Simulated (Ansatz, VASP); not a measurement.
**One calculation of Zr, two programs**

```
Zr
1.0
     3.21237    0.00000    0.00000
    -1.60618    2.78199    0.00000
     0.00000    0.00000    5.14097
Zr
2
Direct
  0.33333 0.66667 0.25000
  0.66667 0.33333 0.75000
```

Change from the starting cell: volume scaled by 0.982, to set the pressure.

Alike in both runs: task single point; functional PBE; k mesh 14 × 14 × 8; occupations fermi-dirac, width 0.05 eV; no spin polarisation.

```csv
,VASP,Ansatz
version,VASP 6.6.1,Ansatz 0.2.0
potentials or method,"VASP PAW PBE potentials, release 64 (Zr_sv)","PAW with Ansatz's default frozen-core files, scalar-relativistic"
plane-wave cutoff (eV),520,420
valence electrons in the cell,24,24
```

Ansatz gave:

| Item | Value |
| --- | --- |
| pressure (GPa) | 1.8 |
| traceless stress, the component that is largest in VASP (GPa) | 0.11 |

Q: Estimate VASP's values.

A: Pressure (GPa): 1.8; traceless stress, the component that is largest in VASP (GPa): 0.10.

With one functional, cell and mesh, what is left measures potentials, basis and numerics.
